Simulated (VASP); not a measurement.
Input of a VASP 6.6.1 run:

INCAR

```
  PREC = Accurate
  ENCUT = 520
  EDIFF = 1E-6
  ISMEAR = 1
  SIGMA = 0.05
  LREAL = F
  LASPH = T
  NELM = 60
  ALGO = Normal
  ISIF = 2
  LWAVE = F
  LCHARG = F
  GGA = PS
  NBANDS = 20
```

Contents of KPOINTS:

```
Automatic mesh
0
Gamma
  9 9 9
```

The input POSCAR:

```
NbRu
1.0
    3.2258995418      0.0000000000      0.0000000000
    0.0000000000      3.2258995418      0.0000000000
    0.0000000000      0.0000000000      3.2258995418
Nb Ru
1 1
Direct
    0.0000000000      0.0000000000      0.0000000000
    0.5000000000      0.5000000000      0.5000000000
```

Potentials or basis: VASP PAW PBE potentials, release 64 (Nb_sv, Ru_pv).

Run with:

```console
$ cat potpaw_PBE.64/Nb_sv/POTCAR potpaw_PBE.64/Ru_pv/POTCAR > POTCAR
$ mpirun -np 1 vasp_std > vasp.out
```

Q: What does it give for the pressure?

A: -17.9 GPa.

Caveat: the PAW data sets were made with another functional, which shifts forces and pressure a little.
